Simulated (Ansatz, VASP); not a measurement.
## One calculation of SnO3F2, two programs

The input INCAR:

```
ALGO = Normal
EDIFF = 1E-6
ENCUT = 600
GGA = PE
GGA_COMPAT = False
ISIF = 2
ISMEAR = -1
LASPH = True
LCHARG = False
LREAL = False
LWAVE = False
NBANDS = 32
NELM = 120
PREC = Accurate
SIGMA = 0.15
```

File KPOINTS:

```
k-points
0
Gamma
  1 1 1
```

The input POSCAR:

```
SnO3F2
1.0
   -4.4600730000     -0.0464110000      4.1179670000
   -0.1028660000      4.0749100000      3.9686900000
   -4.4337410000      4.1978550000     -0.0200790000
F O Sn
2 3 1
Direct
    0.7284710000      0.7158640000      0.4126910000
    0.9804430000      0.9692750000      0.6517550000
    0.8623790000      0.8170250000      0.5266220000
    1.3253520000      0.8316620000      0.5401960000
    0.8349070000      1.3228770000      0.5293510000
    0.8054890000      0.8836200000      1.0364080000
```

Input for Ansatz:

```yaml
crystal:
  lattice:
  - [-4.460073, -0.046411, 4.117967]
  - [-0.102866, 4.07491, 3.96869]
  - [-4.433741, 4.197855, -0.020079]
  atoms:
  - symbol: F
    position: [0.728471, 0.715864, 0.412691]
  - symbol: F
    position: [0.980443, 0.969275, 0.651755]
  - symbol: O
    position: [0.862379, 0.817025, 0.526622]
  - symbol: O
    position: [1.325352, 0.831662, 0.540196]
  - symbol: O
    position: [0.834907, 1.322877, 0.529351]
  - symbol: Sn
    position: [0.805489, 0.88362, 1.036408]
kpoints:
  mp_grid:
    grid: [1, 1, 1]
    shift: [0.0, 0.0, 0.0]
hamiltonian:
  xc: pbe
  dispersion: none
  pseudopotentials:
    kind: all_electron
    lapw: {basis_error: 0.025 meV}
magnetization: {spin_polarized: false}
scf:
  occupations: {method: fermi_dirac, width: 0.15 eV}
  convergence: {dr2_threshold: 6e-10 eV}
  max_iter: 300
  n_bands: 66
output: {forces: true, stress: true}
```

Alike in both runs: task single point; functional PBE; k mesh 1 × 1 × 1; no spin polarisation.

|  | VASP | Ansatz |
| --- | --- | --- |
| version | VASP 6.6.1 | Ansatz 0.2 development build |
| potentials or method | VASP PAW PBE potentials, release 64 (F, O, Sn_d), cutoff 600 eV | all-electron full-potential LAPW, scalar-relativistic |
| occupations | fermi-dirac, width 0.15 eV | fermi-dirac |

|  | VASP | Ansatz | Ansatz less VASP |
| --- | --- | --- | --- |
| pressure (GPa) | 10.2 | 10.1 | -0.05 |
| traceless stress, the component that is largest in VASP (GPa) | 6.44 | 6.21 | -0.232 |
| rms of the force components (eV/Å) | 2.747 | 2.684 | -0.0636 |

Atom by atom the forces differ by 0.065 eV/Å (rms over components). Ansatz ran all-electron here, and VASP with PAW potentials.

The k mesh is coarse, so the values compare programs but aren't converged.
